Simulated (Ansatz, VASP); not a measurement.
**One calculation of ZrTl2F, two programs**

```
Zr Tl F
1.0
    -2.49181    2.49181    3.75992
     2.49181   -2.49181    3.75992
     2.49181    2.49181   -3.75992
Zr Tl F
1 2 1
Direct
  0.50000 0.50000 0.00000
  0.50000 0.00000 0.50000
  0.00000 0.50000 0.50000
  0.00000 0.00000 0.00000
```

Alike in both runs: task relaxation of cell and atoms; functional PBE; k mesh 6 × 6 × 6; occupations gaussian, width 0.1 eV; no spin polarisation.

|  | VASP | Ansatz |
| --- | --- | --- |
| version | VASP 6.6.1 | Ansatz 0.2.0 |
| potentials or method | VASP PAW PBE potentials, release 64 (Zr_sv, Tl_d, F), cutoff 600 eV | scalar-relativistic, plane waves, PAW |
| valence electrons in the cell | 45 | 45 |

|  | VASP | Ansatz | Ansatz less VASP |
| --- | --- | --- | --- |
| gap on the k mesh at the Fermi level, each at its own relaxed structure (eV) | none | none | - |
| relaxed volume (Å³/atom) | 24.59 | 24.82 | +0.222 |
| relaxed length of the cell vector where the two differ most in proportion (Å) | 5.044 | 5.060 | +0.0163 |

A gap of «none» marks a metal or a gap that the smearing closes.

Neither program's run includes spin-orbit coupling.
